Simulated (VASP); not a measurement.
# W (Fm-3m) in VASP: notebook

The runs below take W through single point, with PBE.

All numbers are computed with VASP 6.6.1; they aren't measurements. Logs are shortened: lines on timing, memory, paths and dates and some standing lists are left out, and cuts for length are marked.

### Step 1. The cell of the first run

Symmetry: Fm-3m, No. 225, cubic system. The conventional cell has a = 3.977 Å, b = 3.977 Å, c = 3.977 Å, α = 90.00°, β = 90.00°, γ = 90.00°. W (site symmetry m-3m) has 12 W at 2.81 Å within 3.7 Å.

### Step 2. Single point, PBE

INCAR reads:

```
SYSTEM = W
  ALGO = Normal
  EDIFF = 1E-7
  ENCUT = 520
  GGA = PE
  ISIF = 2
  ISMEAR = -1
  LASPH = .True.
  LCHARG = .True.
  LELF = .True.
  LREAL = .False.
  LVHAR = .True.
  LWAVE = .False.
  NBANDS = 13
  NELM = 80
  PREC = Accurate
  SIGMA = 0.3
```

KPOINTS reads:

```
k-points
0
Gamma
  12 12 12
  0 0 0
```

POSCAR reads:

```
W
1.0
    0.0000000000      1.9885598007      1.9885598007
    1.9885598007      0.0000000000      1.9885598007
    1.9885598007      1.9885598007      0.0000000000
W
1
Direct
    0.0000000000      0.0000000000      0.0000000000
```

Potentials or basis: VASP PAW PBE potentials, release 64 (W_sv).

Run with:

```bash
$ cat potpaw_PBE.64/W_sv/POTCAR > POTCAR
$ mpirun -np 1 vasp_std > vasp.out
```

OUTCAR:

```text
SYSTEM = W
   EDIFF = 1E-7
   ENCUT = 520
   GGA = PE
   ISIF = 2
   ISMEAR = -1
   LASPH = .True.
   LREAL = .False.
   NELM = 80
   PREC = Accurate

 ion  position               nearest neighbor table
   1  0.000  0.000  0.000-

  LATTYP: Found a face centered cubic cell.
 ALAT       =     3.9771196014

  Lattice vectors:

 A1 = (   0.0000000000,   1.9885598007,   1.9885598007)
 A2 = (   1.9885598007,   0.0000000000,   1.9885598007)
 A3 = (   1.9885598007,   1.9885598007,   0.0000000000)

Analysis of symmetry for initial positions (statically):
=====================================================================
 Subroutine PRICEL returns:
 Original cell was already a primitive cell.

 Routine SETGRP: Setting up the symmetry group for a
 face centered cubic supercell.

 Subroutine GETGRP returns: Found 48 space group operations
 (whereof 48 operations were pure point group operations)
 out of a pool of 48 trial point group operations.

The static configuration has the point symmetry O_h .

Analysis of symmetry for dynamics (positions and initial velocities):
=====================================================================
 Subroutine PRICEL returns:
 Original cell was already a primitive cell.

 Routine SETGRP: Setting up the symmetry group for a
 face centered cubic supercell.

 Subroutine GETGRP returns: Found 48 space group operations
 (whereof 48 operations were pure point group operations)
 out of a pool of 48 trial point group operations.

The dynamic configuration has the point symmetry O_h .

 Subroutine INISYM returns: Found 48 space group operations
 (whereof 48 operations are pure point group operations),
 and found     1 'primitive' translations

----------------------------------------------------------------------------------------

                                     Primitive cell

  volume of cell :      15.7270

  direct lattice vectors                    reciprocal lattice vectors
     0.000000000  1.988559801  1.988559801    -0.251438252  0.251438252  0.251438252
     1.988559801  0.000000000  1.988559801     0.251438252 -0.251438252  0.251438252
     1.988559801  1.988559801  0.000000000     0.251438252  0.251438252 -0.251438252

  length of vectors
     2.812248240  2.812248240  2.812248240     0.435503827  0.435503827  0.435503827

  position of ions in fractional coordinates (direct lattice)
     0.000000000  0.000000000  0.000000000

  ion indices of the primitive-cell ions
[... 80 lines left out ...]
   ISIF   =      2    stress and relaxation
   ISYM   =      2    0-nonsym 1-usesym 2-fastsym
   POTIM  = 0.5000    time-step for ionic-motion
   TEBEG  =    0.0;   TEEND  =   0.0 temperature during run
   PSTRESS=    0.0 pullay stress
   NELECT =      14.0000    total number of electrons
   NUPDOWN=      -1.0000    fix difference up-down
   EMIN   =  10.00;   EMAX   =-10.00  energy-range for DOS
   EFERMI =   0.00;   METHOD = LEGACY
   ISMEAR =    -1;   SIGMA  =   0.30  broadening in eV -4-tet -1-fermi 0-gaus
   EFERMI_NEDOS =   21; number of points for ismear=-14 and -15
   IALGO  =     38    algorithm
   IMIX   =      4    mixing-type and parameters
     AMIX     =   0.40;   BMIX     =  1.00
     AMIX_MAG =   1.60;   BMIX_MAG =  1.00
  volume/ion in A,a.u.               =      15.73       106.13
  Fermi-wavevector in a.u.,A,eV,Ry     =   1.574837  2.976010 33.743953  2.480111
  Thomas-Fermi vector in A             =   2.675911
   LORBIT       =      0    0 simple, 1 ext, 2 COOP (PROOUT), +10 PAW based schemes
   GGA     = PE    functional components
   LHFCALC =     F    Hartree Fock is set to
   AEXX    =    0.0000 exact exchange contribution
   IVDW    =     0    specifies the selected vdW correction
   LEPSILON=     F    determine dielectric tensor
   LRPA    =     F    only Hartree local field effects (RPA)
 non-spin polarized calculation
  energy-cutoff  :      520.00
  volume of cell :       15.73
 maximum number of plane-waves:       444
 NGX is ok and might be reduce to    24
   NGX = 11   NGY = 11   NGZ = 11

 number of electron      13.9999999 magnetization

 Free energy of the ion-electron system (eV)
  ---------------------------------------------------
  ext. energy  EPLUGINS =         0.00000000
  ---------------------------------------------------
  free energy    TOTEN  =       -12.60103958 eV

  energy without entropy =      -12.29514022  energy(sigma->0) =      -12.44808990

 E-fermi :  11.1611     XC(G=0): -13.6723

 val. band max:       11.1571781551   @ k =   0.4167   0.0000   0.0000
 cond. band min:      11.1675246803   @ k =  -0.4167   0.1667   0.0000
 fundamental gap:      0.0103465252
 Fermi energy:        11.1610708851

 k-point     1 :       0.0000    0.0000    0.0000
  band No.  band energies     occupation
      1     -62.4857      2.00000
      2     -26.0609      2.00000
      3     -26.0609      2.00000
      4     -26.0609      2.00000
      5       1.8700      2.00000
      6      10.4787      1.81352
      7      10.4787      1.81352
      8      10.4787      1.81352
      9      13.8044      0.00030
     10      13.8044      0.00030
     11      23.9146      0.00000
     12      29.3536      0.00000
     13      29.3536      0.00000
[... 354 lines left out ...]
  band No.  band energies     occupation
      1     -62.3440      2.00000
      2     -27.2640      2.00000
      3     -26.4841      2.00000
      4     -26.2862      2.00000
      5       6.3005      2.00000
      6       9.0044      1.99849
      7      10.6776      1.66728
      8      11.1675      0.98924
      9      15.7885      0.00000
     10      18.2981      0.00000
     11      21.5078      0.00000
     12      26.0381      0.00000
     13      29.3195      0.00000

 [... further k-points ...]

------------------------ aborting loop because EDIFF is reached ----------------------------------------

  FORCE on cell =-STRESS in cart. coord.  units (eV):
  Direction    XX          YY          ZZ          XY          YZ          ZX
  --------------------------------------------------------------------------------------
  -------------------------------------------------------------------------------------
  Total        1.5656607      1.5656607      1.5656607      0.0000000      0.0000000     -0.0000000
  in kB      159.5005813    159.5005813    159.5005813      0.0000000      0.0000000     -0.0000000
  external PRESSURE =     159.5005813 kB  Pullay stress =       0.0000000 kB

 VOLUME and BASIS-vectors are now :
 -----------------------------------------------------------------------------
  energy-cutoff  :      520.00
  volume of cell :       15.73
      direct lattice vectors                 reciprocal lattice vectors
     0.000000000  1.988559801  1.988559801    -0.251438252  0.251438252  0.251438252
     1.988559801  0.000000000  1.988559801     0.251438252 -0.251438252  0.251438252
     1.988559801  1.988559801  0.000000000     0.251438252  0.251438252 -0.251438252

 POSITION                                       TOTAL-FORCE (eV/Angst)
 -----------------------------------------------------------------------------------
      0.00000      0.00000      0.00000        -0.000000     -0.000000     -0.000000
 -----------------------------------------------------------------------------------
    total drift:                               -0.000000      0.000000      0.000000

  FREE ENERGIE OF THE ION-ELECTRON SYSTEM (eV)
  ---------------------------------------------------
  free  energy   TOTEN  =       -12.6010395789 eV

  energy  without entropy=      -12.2951402171  energy(sigma->0) =      -12.44808990
```

stdout:

```text
POSCAR found type information on POSCAR W
 POSCAR found :  1 types and       1 ions
 scaLAPACK will be used
 LDA part: xc-table for (Slater+PW92), standard interpolation
 POSCAR, INCAR and KPOINTS ok, starting setup
 FFT: planning ... GRIDC
 FFT: planning ... GRID_SOFT
 FFT: planning ... GRID
 WAVECAR not read
 entering main loop
```

Run time: 37 s. Hardware: 1 thread of AMD EPYC 7R13, shared host; peak memory 0.12 GiB.

What came out:

```
Free energy            : -12.6010 eV
Pressure               : 16.0 GPa
Band gap on the k mesh : zero (band 7 reaches 14.38 eV, above the bottom of band 8 at 10.48 eV)
```

Caveat: spin-orbit coupling is left out, which moves the levels of the heavy elements.

### Step 3. Single point, PBE

This run uses another cell than the first one, of 16.23 Å³/atom, 1.032 times its volume.

INCAR reads:

```
PREC = Accurate
ENCUT = 520
EDIFF = 1E-7
ISMEAR = -1
SIGMA = 0.3
LREAL = False
LASPH = True
NELM = 80
ALGO = Normal
ISIF = 2
LWAVE = False
LCHARG = False
GGA = PE
NBANDS = 13
```

KPOINTS reads:

```
regular mesh
0
Gamma
  12 12 12
```

POSCAR reads:

```
W
1.0
    0.0000000000      2.0094935475      2.0094935475
    2.0094935475      0.0000000000      2.0094935475
    2.0094935475      2.0094935475      0.0000000000
W
1
Direct
    0.0000000000      0.0000000000      0.0000000000
```

Potentials or basis: VASP PAW PBE potentials, release 64 (W_sv).

Run with:

```bash
$ cat potpaw_PBE.64/W_sv/POTCAR > POTCAR
$ mpirun -np 1 vasp_std > vasp.out
```

Run time: 40 s. Hardware: 1 thread of AMD EPYC 7R13, shared host; peak memory 0.12 GiB.

The run converged. Its results:

```yaml
Free_energy: -12.6351 eV
Pressure: 5.8 GPa
Band_gap_on_the_k_mesh: zero (band 7 reaches 13.75 eV, above the bottom of band 8 at 10.08 eV)
```

Levels at points of the mesh, in eV from the Fermi level:
| k point | band 5 | band 6 | band 7 | band 8 | band 9 | band 10 |
| --- | --- | --- | --- | --- | --- | --- |
| (0.00, 0.00, 0.00) | -9.13 | -0.64 | -0.64 | -0.64 | 2.54 | 2.54 |
| (0.50, 0.00, 0.00) | -5.74 | -0.87 | -0.87 | 0.59 | 5.06 | 5.06 |
| (0.50, 0.50, 0.00) | -5.64 | -4.66 | 3.03 | 5.02 | 5.80 | 5.80 |

Caveat: spin-orbit coupling is left out, which moves the levels of the heavy elements.

### Step 4. Single point, PBE

This run uses another cell than the first one, of 16.73 Å³/atom, 1.064 times its volume.

INCAR reads:

```
SYSTEM = W
ALGO     = Normal         ! electronic algorithm
EDIFF    = 1E-7           ! SCF threshold, eV
ENCUT    = 520            ! plane-wave cutoff, eV
GGA      = PE             ! functional
ISIF     = 2              ! what is computed and relaxed
ISMEAR   = -1             ! smearing method
LASPH    = .TRUE.         ! aspherical terms in the spheres
LCHARG   = .TRUE.         ! write CHGCAR
LELF     = .TRUE.         ! ELF
LREAL    = .FALSE.        ! projectors in reciprocal space
LVHAR    = .TRUE.       
LWAVE    = .FALSE.        ! write WAVECAR
NBANDS   = 13             ! bands
NELM     = 100            ! most SCF steps
PREC     = Accurate       ! precision mode
SIGMA    = 0.3            ! smearing width, eV
```

KPOINTS reads:

```
k-points
0
G
  12 12 12
  0 0 0
```

POSCAR reads:

```
W
1.0
    0.0000000000      2.0300000000      2.0300000000
    2.0300000000      0.0000000000      2.0300000000
    2.0300000000      2.0300000000      0.0000000000
W
1
Direct
    0.0000000000      0.0000000000      0.0000000000
```

Run with:

```bash
$ cat potpaw_PBE.64/W_sv/POTCAR > POTCAR
$ mpirun -np 1 vasp_std > vasp.out
```

Run time: 41 s. Hardware: 1 thread of AMD EPYC 7R13, shared host; peak memory 0.12 GiB.

Results (log left out):

```
Free energy            : -12.6398 eV
Pressure               : -2.8 GPa
Band gap on the k mesh : zero (band 7 reaches 13.17 eV, above the bottom of band 8 at 9.70 eV)
```

Levels at points of the mesh, in eV from the Fermi level:
| k point | band 3 | band 4 | band 5 | band 6 | band 7 | band 8 | band 9 | band 10 | band 11 | band 12 |
| --- | --- | --- | --- | --- | --- | --- | --- | --- | --- | --- |
| (0.00, 0.00, 0.00) | -37.42 | -37.42 | -8.97 | -0.61 | -0.61 | -0.61 | 2.44 | 2.44 | 12.67 | 17.80 |
| (0.50, 0.00, 0.00) | -37.57 | -37.57 | -5.58 | -0.82 | -0.82 | 0.50 | 4.84 | 4.84 | 9.93 | 12.31 |
| (0.50, 0.50, 0.00) | -37.81 | -37.81 | -5.43 | -4.47 | 2.86 | 4.81 | 5.55 | 5.55 | 11.50 | 11.50 |

Caveat: spin-orbit coupling is left out, which moves the levels of the heavy elements.

### Step 5. Overview

```csv
cell,gap on the mesh (eV),pressure (GPa)
"a = 2.812 Å, angles 60.0°, 1 atom",none,16.0
"a = 2.842 Å, angles 60.0°, 1 atom",none,5.8
"a = 2.871 Å, angles 60.0°, 1 atom",none,-2.8
```

Alike in all rows: task single point; level PBE; potentials or basis VASP PAW PBE potentials, release 64 (W_sv); no spin polarisation; k mesh 12 × 12 × 12; cutoff (eV) 520; smearing fermi-dirac 0.3 eV.

Caveats: spin-orbit coupling is left out, which moves the levels of the heavy elements.

Absolute energies hang on the potentials; compare differences alone.
